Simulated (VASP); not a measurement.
Input of a VASP 6.6.1 run:

POSCAR

```
LaH3
1.0
   -1.9392484670      1.9392484670      2.7870628624
    1.9392484670     -1.9392484670      2.7870628624
    1.9392484670      1.9392484670     -2.7870628624
H La
3 1
Direct
    0.7500000000      0.2500000000      0.5000000000
    0.2500000000      0.7500000000      0.5000000000
    0.5000000000      0.5000000000      0.0000000000
    0.0000000000      0.0000000000      0.0000000000
```

Contents of INCAR.step1:

```
PREC = Accurate
ENCUT = 520
ISMEAR = 0
SIGMA = 0.05
LREAL = False
LASPH = True
NELM = 60
NBANDS = 15
GGA = PE
ALGO = Normal
EDIFF = 1E-4
LWAVE = True
LCHARG = False
```

Contents of INCAR.step2:

```
PREC = Accurate
ENCUT = 520
EDIFF = 1E-6
ISMEAR = 0
SIGMA = 0.05
LREAL = False
LASPH = True
NELM = 60
ALGO = Normal
ISIF = 2
LWAVE = False
LCHARG = False
METAGGA = R2SCAN
LMIXTAU = True
IVDW = 12
VDW_S6 = 1.0
VDW_S8 = 0.78981345
VDW_A1 = 0.49484001
VDW_A2 = 5.73083694
NBANDS = 15
ISTART = 1
```

KPOINTS

```
Automatic mesh
0
Gamma
  8 8 8
```

Potentials or basis: VASP PAW PBE potentials, release 64 (H, La).

The run is started by

```bash
$ cat potpaw_PBE.64/H/POTCAR potpaw_PBE.64/La/POTCAR > POTCAR
$ cp INCAR.step1 INCAR
$ mpirun -np 1 vasp_std > vasp.out
$ cp INCAR.step2 INCAR
$ mpirun -np 1 vasp_std > vasp.out
```

(1) What does it give for the band gap on the k mesh?

(2) What does it give for the pressure?

Results:

(1) 0.04 eV, indirect (least direct gap 0.19 eV).

(2) 1.0 GPa.

Caveat: three body term missing; the PAW data sets were made with another functional, which shifts forces and pressure a little; spin-orbit coupling is left out, which moves the levels of the heavy elements.
